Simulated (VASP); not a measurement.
# BeS (F-43m) in VASP: notebook

The runs below take BeS through single point, dielectric tensor, with SCAN, BLYP+D3(BJ).

Program: VASP 6.6.1. These are calculated values, not measurements. Logs are shortened: lines on timing, memory, paths and dates and some standing lists are left out, and cuts for length are marked.

## (1) The cell of the first run

Symmetry: F-43m, No. 216, cubic system. Conventional cell: a = 4.850 Å, b = 4.850 Å, c = 4.850 Å, α = 90.00°, β = 90.00°, γ = 90.00°. S (site symmetry -43m) has 4 Be at 2.10 Å within 2.8 Å. Within 2.8 Å of Be (site symmetry -43m) lie 4 S at 2.10 Å.

## (2) Single point, SCAN

INCAR reads:

```
METAGGA = SCAN
ISMEAR = -5
LWAVE = F
LCHARG = F
NBANDS = 20
PREC = Accurate
LASPH = T
LREAL = F
ALGO = Normal
EDIFF = 1E-6
NELM = 120
GGA_COMPAT = F
ENCUT = 520
EFERMI = MIDGAP
LMIXTAU = T
NEDOS = 4001
LORBIT = 11
KPAR = 2
```

KPOINTS reads:

```
Automatic mesh
0
Gamma
  29 29 29
  0 0 0
```

POSCAR reads:

```
BeS
1.0
    0.0000000000      2.4250000000      2.4250000000
    2.4250000000      0.0000000000      2.4250000000
    2.4250000000      2.4250000000      0.0000000000
S Be
1 1
Direct
    0.7500000000      0.7500000000      0.7500000000
    0.0000000000      0.0000000000      0.0000000000
```

Potentials or basis: VASP PAW PBE potentials, release 64 (S, Be).

On the command line:

```
cat potpaw_PBE.64/S/POTCAR potpaw_PBE.64/Be/POTCAR > POTCAR
mpirun -np 2 vasp_std > vasp.out
```

OUTCAR:

```text
METAGGA = SCAN
   ISMEAR = -5
   PREC = Accurate
   LASPH = T
   LREAL = F
   EDIFF = 1E-6
   NELM = 120
   ENCUT = 520
   EFERMI = MIDGAP
   LORBIT = 11

 ion  position               nearest neighbor table
   1  0.750  0.750  0.750-   2 2.10   2 2.10   2 2.10   2 2.10
   2  0.000  0.000  0.000-   1 2.10   1 2.10   1 2.10   1 2.10

  LATTYP: Found a face centered cubic cell.
 ALAT       =     4.8500000000

  Lattice vectors:

 A1 = (   0.0000000000,   2.4250000000,   2.4250000000)
 A2 = (   2.4250000000,   0.0000000000,   2.4250000000)
 A3 = (   2.4250000000,   2.4250000000,   0.0000000000)

Analysis of symmetry for initial positions (statically):
=====================================================================
 Subroutine PRICEL returns:
 Original cell was already a primitive cell.

 Routine SETGRP: Setting up the symmetry group for a
 face centered cubic supercell.

 Subroutine GETGRP returns: Found 24 space group operations
 (whereof 24 operations were pure point group operations)
 out of a pool of 48 trial point group operations.

The static configuration has the point symmetry T_d .

Analysis of symmetry for dynamics (positions and initial velocities):
=====================================================================
 Subroutine PRICEL returns:
 Original cell was already a primitive cell.

 Routine SETGRP: Setting up the symmetry group for a
 face centered cubic supercell.

 Subroutine GETGRP returns: Found 24 space group operations
 (whereof 24 operations were pure point group operations)
 out of a pool of 48 trial point group operations.

The dynamic configuration has the point symmetry T_d .

 Subroutine INISYM returns: Found 24 space group operations
 (whereof 24 operations are pure point group operations),
 and found     1 'primitive' translations

----------------------------------------------------------------------------------------

                                     Primitive cell

  volume of cell :      28.5210

  direct lattice vectors                    reciprocal lattice vectors
     0.000000000  2.425000000  2.425000000    -0.206185567  0.206185567  0.206185567
     2.425000000  0.000000000  2.425000000     0.206185567 -0.206185567  0.206185567
     2.425000000  2.425000000  0.000000000     0.206185567  0.206185567 -0.206185567

  length of vectors
     3.429467889  3.429467889  3.429467889     0.357123878  0.357123878  0.357123878

  position of ions in fractional coordinates (direct lattice)
     0.750000000  0.750000000  0.750000000
     0.000000000  0.000000000  0.000000000

  ion indices of the primitive-cell ions
   primitive index   ion index
                 1           1
                 2           2

----------------------------------------------------------------------------------------

 KPOINTS: Automatic mesh

Automatic generation of k-mesh.
 Grid dimensions read from file:
 generate k-points for:   29   29   29

 Generating k-lattice:

  Cartesian coordinates                     Fractional coordinates (reciprocal lattice)
    -0.007109847  0.007109847  0.007109847     0.034482759  0.000000000  0.000000000
     0.007109847 -0.007109847  0.007109847     0.000000000  0.034482759  0.000000000
     0.007109847  0.007109847 -0.007109847     0.000000000  0.000000000  0.034482759

  Length of vectors
     0.012314616  0.012314616  0.012314616

  Shift w.r.t. Gamma in fractional coordinates (k-lattice)
     0.000000000  0.000000000  0.000000000

 TETIRR: Found   3270 inequivalent tetrahedra from   146334

 Subroutine IBZKPT returns following result:
 ===========================================

 Found    680 irreducible k-points:

 Following reciprocal coordinates:
            Coordinates               Weight
  0.000000  0.000000  0.000000      1.000000
  0.034483  0.000000  0.000000      8.000000
  0.068966  0.000000  0.000000      8.000000
  0.103448  0.000000  0.000000      8.000000
  0.137931  0.000000  0.000000      8.000000
  0.172414  0.000000  0.000000      8.000000
[... 16 lines left out ...]
  0.275862  0.034483  0.000000     24.000000
  0.310345  0.034483  0.000000     24.000000
 [... further k-points ...]
   k-points           NKPTS =    680   k-points in BZ     NKDIM =    680   number of bands    NBANDS=     20
   number of dos      NEDOS =   4001   number of ions     NIONS =      2
   total plane-waves  NPLWV =  21952
   dimension x,y,z NGX =    28 NGY =   28 NGZ =   28
   dimension x,y,z NGXF=    56 NGYF=   56 NGZF=   56
   ions per type =               1   1
   NGX,Y,Z   is equivalent  to a cutoff of  13.57, 13.57, 13.57 a.u.
   NGXF,Y,Z  is equivalent  to a cutoff of  27.15, 27.15, 27.15 a.u.
 SYSTEM =  unknown system
   PREC   = accura    normal or accurate (medium, high low for compatibility)
   ISTART =      0    job   : 0-new  1-cont  2-samecut
   ICHARG =      2    charge: 1-file 2-atom 10-const
   ISPIN  =      1    spin polarized calculation?
   LNONCOLLINEAR =      F non collinear calculations
   LSORBIT =      F    spin-orbit coupling
   LASPH  =      T    aspherical Exc in radial PAW
   ENCUT  =  520.0 eV  38.22 Ry    6.18 a.u.   6.38  6.38  6.38*2*pi/ulx,y,z
   NELM   =    120;   NELMIN=  2; NELMDL= -5     # of ELM steps
   EDIFF  = 0.1E-05   stopping-criterion for ELM
   LREAL  =      F    real-space projection
   EDIFFG = 0.1E-04   stopping-criterion for IOM
   NSW    =      0    number of steps for IOM
   IBRION =     -1    ionic relax: 0-MD 1-quasi-New 2-CG
   NFREE  =      0    steps in history (QN), initial steepest desc. (CG)
   ISIF   =      2    stress and relaxation
   ISYM   =      2    0-nonsym 1-usesym 2-fastsym
   POTIM  = 0.5000    time-step for ionic-motion
   TEBEG  =    0.0;   TEEND  =   0.0 temperature during run

   SCALEE = 1.0000    scale energy and forces
   PSTRESS=    0.0 pullay stress
   NELECT =       8.0000    total number of electrons
   NUPDOWN=      -1.0000    fix difference up-down
   EMIN   =  10.00;   EMAX   =-10.00  energy-range for DOS
   EFERMI =   0.00;   METHOD = MIDGAP
   ISMEAR =    -5;   SIGMA  =   0.20  broadening in eV -4-tet -1-fermi 0-gaus
   EFERMI_NEDOS =   21; number of points for ismear=-14 and -15
   IALGO  =     38    algorithm
   IMIX   =      4    mixing-type and parameters
     AMIX     =   0.40;   BMIX     =  1.00
     AMIX_MAG =   1.60;   BMIX_MAG =  1.00
  volume/ion in A,a.u.               =      14.26        96.23
  Fermi-wavevector in a.u.,A,eV,Ry     =   1.071642  2.025110 15.625158  1.148417
  Thomas-Fermi vector in A             =   2.207388
   LORBIT       =     11    0 simple, 1 ext, 2 COOP (PROOUT), +10 PAW based schemes
   METAGGA = SCAN    functional components
   LHFCALC =     F    Hartree Fock is set to
   AEXX    =    0.0000 exact exchange contribution
   IVDW    =     0    specifies the selected vdW correction
   LEPSILON=     F    determine dielectric tensor
   LRPA    =     F    only Hartree local field effects (RPA)

   CSHIFT  =0.1000    complex shift for real part using Kramers Kronig

   OMEGAMAX=  -1.0    maximum frequency
 non-spin polarized calculation
 Fermi weights with tetrahedron method with Bloechl corrections
  energy-cutoff  :      520.00
  volume of cell :       28.52
 maximum number of plane-waves:       785
 NGX is ok and might be reduce to    28
   NGX = 13   NGY = 13   NGZ = 13

 number of electron       7.9999999 magnetization

 Free energy of the ion-electron system (eV)
  ---------------------------------------------------
  ext. energy  EPLUGINS =         0.00000000
  ---------------------------------------------------
  free energy    TOTEN  =       -16.48615971 eV

  energy without entropy =      -16.48615971  energy(sigma->0) =      -16.48615971

 E-fermi :   5.7333     XC(G=0): -10.1933

 val. band max:        3.9371746559   @ k =   0.0000   0.0000   0.0000
 cond. band min:       7.5294489345   @ k =   0.4828   0.4828   0.0000
 fundamental gap:      3.5922742786
 Fermi energy:         5.7333117952

 k-point     1 :       0.0000    0.0000    0.0000
  band No.  band energies     occupation
      1     -10.3693      2.00000
      2       3.9372      2.00000
      3       3.9372      2.00000
      4       3.9372      2.00000
      5      10.2044      0.00000
      6      10.2044      0.00000
[... 8 lines left out ...]
     15      26.5306      0.00000
     16      35.0105      0.00000

 k-point     2 :       0.0345    0.0000    0.0000
  band No.  band energies     occupation
      1     -10.3550      2.00000
      2       3.8259      2.00000
      3       3.9202      2.00000
      4       3.9202      2.00000
      5      10.2068      0.00000
      6      10.2365      0.00000
[... 8 lines left out ...]
     15      26.6449      0.00000
     16      34.7854      0.00000

 k-point     3 :       0.0690    0.0000    0.0000
  band No.  band energies     occupation
      1     -10.3123      2.00000
      2       3.5154      2.00000
      3       3.8709      2.00000
      4       3.8709      2.00000
      5      10.2070      0.00000
      6      10.3289      0.00000
[... 8 lines left out ...]
     15      26.9705      0.00000
     16      34.2234      0.00000

 k-point     4 :       0.1034    0.0000    0.0000
  band No.  band energies     occupation
      1     -10.2418      2.00000
      2       3.0595      2.00000
      3       3.7944      2.00000
      4       3.7944      2.00000
      5      10.2011      0.00000
      6      10.4703      0.00000
[... 8 lines left out ...]
     15      27.4643      0.00000
     16      33.5091      0.00000
[... 324 lines left out ...]
 k-point    22 :       0.2414    0.0345    0.0000
  band No.  band energies     occupation
      1      -9.7621      2.00000
      2       0.9056      2.00000
      3       3.2637      2.00000
      4       3.4398      2.00000
      5      10.1902      0.00000
      6      10.9497      0.00000
[... 8 lines left out ...]
     15      29.3134      0.00000
     16      30.1681      0.00000

 k-point    23 :       0.2759    0.0345    0.0000
  band No.  band energies     occupation
      1      -9.5910      2.00000
      2       0.3198      2.00000
      3       3.1568      2.00000
      4       3.3236      2.00000
      5      10.1777      0.00000
      6      11.0470      0.00000
[... 8 lines left out ...]
     15      29.1173      0.00000
     16      29.3896      0.00000

 k-point    24 :       0.3103    0.0345    0.0000
  band No.  band energies     occupation
      1      -9.4105      2.00000
      2      -0.2322      2.00000
      3       3.0623      2.00000
      4       3.2114      2.00000
      5      10.1627      0.00000
      6      11.0985      0.00000
[... 8 lines left out ...]
     15      28.9155      0.00000
     16      29.1653      0.00000

 [... further k-points ...]

 [bands above 16 left out]

------------------------ aborting loop because EDIFF is reached ----------------------------------------

  FORCE on cell =-STRESS in cart. coord.  units (eV):
  Direction    XX          YY          ZZ          XY          YZ          ZX
  --------------------------------------------------------------------------------------
  -------------------------------------------------------------------------------------
  Total        0.0996365      0.0996365      0.0996365      0.0000000      0.0000000      0.0000000
  in kB        5.5971082      5.5971082      5.5971082      0.0000000      0.0000000      0.0000000
  external PRESSURE =       5.5971082 kB  Pullay stress =       0.0000000 kB

 VOLUME and BASIS-vectors are now :
 -----------------------------------------------------------------------------
  energy-cutoff  :      520.00
  volume of cell :       28.52
      direct lattice vectors                 reciprocal lattice vectors
     0.000000000  2.425000000  2.425000000    -0.206185567  0.206185567  0.206185567
     2.425000000  0.000000000  2.425000000     0.206185567 -0.206185567  0.206185567
     2.425000000  2.425000000  0.000000000     0.206185567  0.206185567 -0.206185567

 POSITION                                       TOTAL-FORCE (eV/Angst)
 -----------------------------------------------------------------------------------
      3.63750      3.63750      3.63750         0.000000      0.000000      0.000000
      0.00000      0.00000      0.00000        -0.000000     -0.000000     -0.000000
 -----------------------------------------------------------------------------------
    total drift:                                0.000001      0.000001      0.000001

  FREE ENERGIE OF THE ION-ELECTRON SYSTEM (eV)
  ---------------------------------------------------
  free  energy   TOTEN  =       -16.4861597051 eV

  energy  without entropy=      -16.4861597051  energy(sigma->0) =      -16.48615971

 total charge

# of ion       s       p       d       tot
------------------------------------------
    1        1.300   2.565   0.000   3.865
    2        0.382   0.642   0.000   1.024
--------------------------------------------------
tot          1.682   3.208   0.000   4.889
```

It took 9.5 min on 2 MPI ranks of Intel Xeon 6975P-C (Granite Rapids), shared host; peak memory 0.4 GiB.

Results:

```
Free energy                                           : -16.4862 eV
Pressure                                              : 0.6 GPa
Band gap on the k mesh                                : 3.59 eV (least direct gap 6.25 eV)
Valence electrons inside the program's atomic spheres : S 3.87; Be 1.02
```

Levels at points of the mesh, in eV from the valence-band top:
| k point | band 1 | band 2 | band 3 | band 4 | band 5 | band 6 | band 7 | band 8 |
| --- | --- | --- | --- | --- | --- | --- | --- | --- |
| (0.00, 0.00, 0.00) | -14.31 | 0.00 | 0.00 | 0.00 | 6.27 | 6.27 | 6.27 | 6.68 |

Caveat: the PAW data sets were made with another functional, which shifts forces and pressure a little; an odd mesh through Γ misses points on the zone boundary, where band edges can lie. SCAN opens gaps a little over a GGA but as a rule still falls short of measured ones.

## (3) Dielectric tensor, BLYP+D3(BJ)

INCAR reads:

```
PREC = Accurate
ENCUT = 520
EDIFF = 1E-8
ISMEAR = 0
SIGMA = 0.01
LREAL = F
LASPH = T
NELM = 120
ALGO = Normal
ISIF = 2
LWAVE = F
LCHARG = F
GGA = B5
ALDAX = 1.0
AGGAX = 1.0
AGGAC = 1.0
ALDAC = 0.0
IVDW = 12
VDW_S6 = 1.0
VDW_S8 = 2.6996
VDW_A1 = 0.4298
VDW_A2 = 4.2359
LEPSILON = T
GGA_COMPAT = F
```

KPOINTS reads:

```
Automatic mesh
0
Gamma
  9 9 9
```

POSCAR: that of step 2 with these lines changed.

```diff
@@ -8,3 +8,3 @@
 Direct
-    0.7500000000      0.7500000000      0.7500000000
+    0.2500000000      0.2500000000      0.2500000000
     0.0000000000      0.0000000000      0.0000000000
```

Potentials or basis: VASP PAW PBE potentials, release 64 (S, Be).

On the command line:

```
cat potpaw_PBE.64/S/POTCAR potpaw_PBE.64/Be/POTCAR > POTCAR
mpirun -np 1 vasp_std > vasp.out
```

OUTCAR:

```text
PREC = Accurate
   ENCUT = 520
   EDIFF = 1E-8
   ISMEAR = 0
   LREAL = F
   LASPH = T
   NELM = 120
   ISIF = 2
   GGA = B5
   IVDW = 12
   LEPSILON = T
 IVDW          = 12

 ion  position               nearest neighbor table
   1  0.250  0.250  0.250-   2 2.10   2 2.10   2 2.10   2 2.10
   2  0.000  0.000  0.000-   1 2.10   1 2.10   1 2.10   1 2.10

  LATTYP: Found a face centered cubic cell.
 ALAT       =     4.8500000000

  Lattice vectors:

 A1 = (   0.0000000000,   2.4250000000,   2.4250000000)
 A2 = (   2.4250000000,   0.0000000000,   2.4250000000)
 A3 = (   2.4250000000,   2.4250000000,   0.0000000000)

Analysis of symmetry for initial positions (statically):
[... 522 lines left out ...]
    -0.00031 -0.62893  0.00000
    -0.62893 -0.00031  0.00000
     0.00000  0.00000 -0.00008

 MACROSCOPIC STATIC DIELECTRIC TENSOR (including local field effects in DFT)
 ------------------------------------------------------
           5.100550     0.000000    -0.000000
           0.000000     5.100550     0.000000
          -0.000000    -0.000000     5.100550
 ------------------------------------------------------

 PIEZOELECTRIC TENSOR (including local field effects)  for field in x, y, z        (e  Angst)
          XX          YY          ZZ          XY          YZ          ZX
  --------------------------------------------------------------------------------
  x    -0.00000     0.00000    -0.00000     0.00000    -1.12132     0.00000
  y     0.00000     0.00000    -0.00000     0.00000     0.00000    -1.12132
  z     0.00000    -0.00000     0.00000    -1.12132     0.00000     0.00000

 PIEZOELECTRIC TENSOR (including local field effects)  for field in x, y, z        (C/m^2)
          XX          YY          ZZ          XY          YZ          ZX
  --------------------------------------------------------------------------------
  x    -0.00000     0.00000    -0.00000     0.00000    -0.62991     0.00000
  y     0.00000     0.00000    -0.00000     0.00000     0.00000    -0.62991
  z     0.00000    -0.00000     0.00000    -0.62991     0.00000     0.00000

 BORN EFFECTIVE CHARGES (including local field effects) (in |e|, cummulative output)
 ---------------------------------------------------------------------------------
 ion    1
    1    -1.62525    -0.00000     0.00000
    2     0.00000    -1.62525     0.00000
    3    -0.00000     0.00000    -1.62525
 ion    2
    1     1.62525     0.00000    -0.00000
    2    -0.00000     1.62525    -0.00000
    3     0.00000    -0.00000     1.62525
```

Wall time 2.6 min (1 thread of Intel Xeon Platinum 8488C (Sapphire Rapids), shared host); peak memory 0.21 GiB.

Results:

| Property | Result |
| --- | --- |
| Band gap on the k mesh | 3.49 eV (least direct gap 5.79 eV) |
| Electronic dielectric tensor (diagonal) | 5.10 |
| Born charges (mean of the diagonal) | S -1.63; Be +1.63 e |
| Dispersion energy per atom | -0.630 eV |

Levels at points of the mesh, in eV from the valence-band top:
| k point | band 1 | band 2 | band 3 | band 4 | band 5 | band 6 | band 7 | band 8 |
| --- | --- | --- | --- | --- | --- | --- | --- | --- |
| (0.00, 0.00, 0.00) | -13.60 | 0.00 | 0.00 | 0.00 | 5.79 | 5.79 | 5.79 | 6.14 |

Electronic dielectric tensor:
```
5.10 0.00 0.00
0.00 5.10 0.00
0.00 0.00 5.10
```

Born effective charge tensors (e):
atom 1, S
```
-1.63  0.00  0.00
 0.00 -1.63  0.00
 0.00  0.00 -1.63
```
atom 2, Be
```
1.63 0.00 0.00
0.00 1.63 0.00
0.00 0.00 1.63
```

Caveat: the PAW data sets were made with another functional, which shifts forces and pressure a little; an odd mesh through Γ misses points on the zone boundary, where band edges can lie.
